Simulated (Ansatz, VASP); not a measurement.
# Zr in VASP and in Ansatz

```
Zr
1.0
     5.54689    0.00000    0.00000
     0.00000    5.13506    0.00000
     0.00000    0.00000    3.28317
Zr
4
Direct
  0.17073 0.25000 0.49996
  0.82927 0.75000 0.50004
  0.32927 0.75000 0.99996
  0.67073 0.25000 0.00004
```

Alike in both runs: functional PBE; k mesh 4 × 4 × 6; occupations gaussian, width 0.1 eV; no spin polarisation.

Ansatz relaxed the structure, and its values are those at the end. VASP's run is a single point on that final structure, the one shown.

|  | VASP | Ansatz |
| --- | --- | --- |
| version | VASP 6.6.1 | Ansatz 0.2.0 |
| potentials or method | VASP PAW PBE potentials, release 64 (Zr_sv), cutoff 520 eV | scalar-relativistic, plane waves, PAW |
| valence electrons in the cell | 48 | 48 |

|  | VASP | Ansatz | Ansatz less VASP |
| --- | --- | --- | --- |
| gap on the k mesh at the Fermi level (eV) | none | none | - |
| pressure (GPa) | 0.0 | 0.0 | -0.02 |
| rms of the force components (eV/Å) | 0.003 | 0.003 | +0.0002 |

A gap of «none» marks a metal or a gap that the smearing closes. The functional is the same, so the differences come from potentials, cutoffs and numerics.
